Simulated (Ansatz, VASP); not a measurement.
# Two plane-wave programs on La

File INCAR:

```
SYSTEM = La
ALGO = Normal ; EDIFF = 1E-7
ENCUT = 520 ; GGA = PE
ISIF = 2 ; ISMEAR = -1
LASPH = .True. ; LCHARG = .True.
LELF = .True. ; LREAL = .False.
LVHAR = .True. ; LWAVE = .False.
NBANDS = 30 ; NELM = 80
PREC = Accurate ; SIGMA = 0.1
```

The input KPOINTS:

```
k-points
0
Gamma
  8 8 2
  0 0 0
```

POSCAR

```
La
1.0
    3.7726980145      0.0000000000      0.0000000000
   -1.8863490072      3.2672523214      0.0000000000
    0.0000000000      0.0000000000     12.1127038589
La
4
Direct
    0.0000000000      0.0000000000      0.0000000000
    0.0000000000      1.0000000000      0.5000000000
    0.3333333333      0.6666666667      0.7500000000
    0.6666666667      0.3333333333      0.2500000000
```

Input for Ansatz:

```yaml
crystal:
  lattice:
    - [3.7726980145, 0.0, 0.0]
    - [-1.8863490072, 3.2672523214, 0.0]
    - [0.0, 0.0, 12.1127038589]
  atoms:
    - { symbol: La, position: [0.0, 0.0, 0.0] }
    - { symbol: La, position: [0.0, 1.0, 0.5] }
    - { symbol: La, position: [0.3333333333, 0.6666666667, 0.75] }
    - { symbol: La, position: [0.6666666667, 0.3333333333, 0.25] }
hamiltonian:
  xc: pbe
  pseudopotentials:
    kind: paw
    azcp:
      La: "pseudopotentials/La.paw.azcp"
basis:
  ecutwfc: 420
  fft_grid_basis: typed
kpoints:
  mp_grid: { grid: [8, 8, 2], shift: [0, 0, 0] }
magnetization:
  spin_polarized: false
scf:
  occupations: { method: fermi_dirac, width: 0.1 }
  lower_state_search: "off"
output:
  stress: true
```

Alike in both runs: task single point; functional PBE; k mesh 8 × 8 × 2; occupations fermi-dirac, width 0.1 eV; no spin polarisation.

```csv
,VASP,Ansatz
version,VASP 6.6.1,Ansatz 0.2.0
potentials or method,"VASP PAW PBE potentials, release 64 (La), cutoff 520 eV","plane waves (420 eV) with PAW, scalar-relativistic"
valence electrons in the cell,44,44
```

Ansatz gave:

| Item | Value |
| --- | --- |
| pressure (GPa) | -0.1 |
| traceless stress, the component that is largest in VASP (GPa) | 0.23 |

**Question.** Estimate VASP's values.

**Answer.** Pressure (GPa): 0.0; traceless stress, the component that is largest in VASP (GPa): 0.23.

The functional is the same, so the differences come from potentials, cutoffs and numerics.

Spin-orbit coupling is off throughout.
